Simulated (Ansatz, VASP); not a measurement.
## Two plane-wave programs on AlN

File INCAR:

```
ALGO = Normal
EDIFF = 1E-6
ENCUT = 520
GGA = CA
ISIF = 2
ISMEAR = 0
LASPH = True
LCHARG = True
LELF = True
LREAL = False
LVHAR = True
LWAVE = False
NBANDS = 16
NELM = 60
PREC = Accurate
SIGMA = 0.05
```

The input KPOINTS:

```
k-points
0
Gamma
  9 9 6
```

The input POSCAR:

```
AlN
1.0
    3.0887424016      0.0000000000      0.0000000000
   -1.5443712008      2.6749293856      0.0000000000
    0.0000000000      0.0000000000      4.9437688231
Al N
2 2
Direct
    0.3254111527      0.6730967429      0.0015212672
    0.6745888473      0.3269032571      0.5015212672
    0.3404025506      0.6609289023      0.3834787328
    0.6595974494      0.3390710977      0.8834787328
```

Input for Ansatz:

```yaml
crystal:
  lattice:
    - [3.0887424016, 0.0, 0.0]
    - [-1.5443712008, 2.6749293856, 0.0]
    - [0.0, 0.0, 4.9437688231]
  atoms:
    - { symbol: Al, position: [0.3254111527, 0.6730967429, 0.0015212672] }
    - { symbol: Al, position: [0.6745888473, 0.3269032571, 0.5015212672] }
    - { symbol: "N", position: [0.3404025506, 0.6609289023, 0.3834787328] }
    - { symbol: "N", position: [0.6595974494, 0.3390710977, 0.8834787328] }
basis:
  ecutwfc: 520.0
kpoints:
  mp_grid: { grid: [9, 9, 6] }
hamiltonian:
  xc: lda
scf:
  occupations: { method: gaussian, width: 0.05 }
output:
  forces: true
  stress: true
  eigenvalues: true
```

Change from the starting cell: mode 4 frozen in at -0.034 Å and mode 5 at +0.017 Å (largest displacements).

Alike in both runs: task single point; functional LDA; k mesh 9 × 9 × 6; occupations gaussian, width 0.05 eV; no spin polarisation.

|  | VASP | Ansatz |
| --- | --- | --- |
| version | VASP 6.6.1 | Ansatz 0.2.0 |
| potentials or method | VASP PAW LDA potentials, release 64 (Al, N), cutoff 520 eV | scalar-relativistic, plane waves, PAW |
| valence electrons in the cell | 16 | 16 |

```csv
,VASP,Ansatz,Ansatz less VASP
gap on the k mesh at the Fermi level (eV),4.41,4.40,-0.005
least direct gap on the mesh (eV),4.41,4.40,-0.005
pressure (GPa),0.5,0.0,-0.59
rms of the force components (eV/Å),0.097,0.097,+0.0001
```

LDA's correlation is that of Perdew and Zunger in VASP and of Perdew and Wang (1992) in Ansatz. Atom by atom the forces differ by 0.001 eV/Å (rms over components).
